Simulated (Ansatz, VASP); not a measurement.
# Two plane-wave programs on CdS

```
Cd S
1.0
     0.00000    3.78004    6.40969
     1.93962    0.00000    6.40969
     1.93962    3.78004    0.00000
Cd S
2 2
Direct
  0.56760 0.56760 0.93240
  0.31760 0.31760 0.68240
  0.68240 0.68240 0.31760
  0.93240 0.93240 0.56760
```

Alike in both runs: functional PBE; k mesh 8 × 8 × 8; occupations gaussian, width 0.02 eV; no spin polarisation.

Ansatz relaxed the structure, and its values are those at the end. VASP's run is a single point on that final structure, the one shown.

|  | VASP | Ansatz |
| --- | --- | --- |
| version | VASP 6.6.1 | Ansatz 0.2.0 |
| potentials or method | VASP PAW PBE potentials, release 64 (Cd, S), cutoff 520 eV | scalar-relativistic, plane waves, PAW |
| valence electrons in the cell | 36 | 52 |

|  | VASP | Ansatz | Ansatz less VASP |
| --- | --- | --- | --- |
| gap on the k mesh at the Fermi level (eV) | 0.75 | 0.75 | +0.001 |
| least direct gap on the mesh (eV) | 0.75 | 0.75 | +0.001 |
| pressure (GPa) | 0.4 | 0.0 | -0.34 |
| rms of the force components (eV/Å) | 0.003 | 0.001 | -0.0024 |

VASP's potentials hold 36 valence electrons a cell and Ansatz's 52, so a difference there can come from the potentials and not from the codes.
